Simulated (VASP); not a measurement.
Write the native input for VASP 6.6.1 that does the following.

```
Task                   : single point
Functional             : PBEsol
Potentials or basis    : VASP PAW PBE potentials, release 64 (Mg, O)
Cutoff                 : 520 eV
k mesh                 : 9 × 9 × 4
Occupations            : gaussian, width 0.05 eV
Spin                   : no spin polarisation
Dipole correction      : no
Further INCAR settings : ALGO = Normal; EDIFF = 1e-06; NBANDS = 26
```

The structure of MgO lies in POSCAR:

```
MgO
1.0
    3.2553371795      0.0000000000      0.0000000000
   -1.6276685897      2.8192046953      0.0000000000
    0.0000000000      0.0000000000     10.4149514991
Mg O
4 4
Direct
    0.3333333333      0.6666666667      0.9695963559
    0.0000000000      0.0000000000      0.2209473890
    0.0000000000      0.0000000000      0.7209473890
    0.6666666667      0.3333333333      0.4695963559
    0.3333333333      0.6666666667      0.7799156657
   -0.0798688387      0.0000000000      0.5170567142
    0.0000000000      0.0000000000      0.0295387694
    0.6666666667      0.3333333333      0.2799156657
```

This cell differs from its parent crystal: atom 6 (O) moved by -0.260 Å along [1 0 0] and -0.130 Å along [0 0 1].

The input as run:

INCAR

```
SYSTEM = MgO
ALGO = Normal ; EDIFF = 1E-6
ENCUT = 520 ; GGA = PS
ISIF = 2 ; ISMEAR = 0
LASPH = .TRUE. ; LCHARG = .FALSE.
LREAL = .FALSE. ; LWAVE = .FALSE.
NBANDS = 26 ; NELM = 80
PREC = Accurate ; SIGMA = 0.05
```

KPOINTS

```
k-points
0
G
  9 9 4
  0 0 0
```

Potentials or basis: VASP PAW PBE potentials, release 64 (Mg, O).

Run with:

```bash
$ cat potpaw_PBE.64/Mg/POTCAR potpaw_PBE.64/O/POTCAR > POTCAR
$ mpirun -np 1 vasp_std > vasp.out
```

It gave:

```json
{
 "Pressure": "1.9 GPa",
 "Largest force": "4.574 eV/Å",
 "Band gap on the k mesh": "3.20 eV, direct"
}
```

Caveat: the cell differs from its parent crystal (atom 6 (O) moved by -0.260 Å along [1 0 0] and -0.130 Å along [0 0 1]); the PAW data sets were made with another functional, which shifts forces and pressure a little.

Wall time 7.6 min on 1 thread of Oxide Virtual Turin-like Processor (shared host), peak memory 0.4 GiB.
